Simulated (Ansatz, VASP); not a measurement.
**One calculation of ZrGa2S2, two programs**

```
CELL_PARAMETERS angstrom
4.10335 0.00000 0.00000
-2.05168 3.55361 0.00000
0.00000 0.00000 8.02400
ATOMIC_POSITIONS crystal
Zr 0.66667 0.33333 0.00000
Ga 0.00000 0.00000 0.70553
Ga 0.00000 0.00000 0.29447
S 0.66667 0.33333 0.50000
S 0.33333 0.66667 0.00000
```

Change from the starting cell: species swapped into the Sr2ZnAs2 type (P-6m2, No. 187).

Alike in both runs: task single point; functional PBE; k mesh 6 × 6 × 2; occupations gaussian, width 0.1 eV; no spin polarisation.

|  | VASP | Ansatz |
| --- | --- | --- |
| version | VASP 6.6.1 | Ansatz 0.2.0 |
| potentials or method | VASP PAW PBE potentials, release 64 (Zr_sv, Ga_d, S), cutoff 520 eV | scalar-relativistic, plane waves, PAW |
| valence electrons in the cell | 50 | 50 |

VASP gave:

| Quantity | Value |
| --- | --- |
| gap on the k mesh at the Fermi level (eV) | none |
| pressure (GPa) | 0.4 |
| traceless stress, the component that is largest in VASP (GPa) | -5.28 |
| rms of the force components (eV/Å) | 0.078 |

Question: Which values does Ansatz return?

Answer: gap on the k mesh at the Fermi level (eV): none; pressure (GPa): 0.4; traceless stress, the component that is largest in VASP (GPa): -5.28; rms of the force components (eV/Å): 0.080.

Atom by atom the forces differ by 0.002 eV/Å (rms over components). A gap of «none» marks a metal or a gap that the smearing closes.

The k mesh is coarse, so the values compare programs but aren't converged.
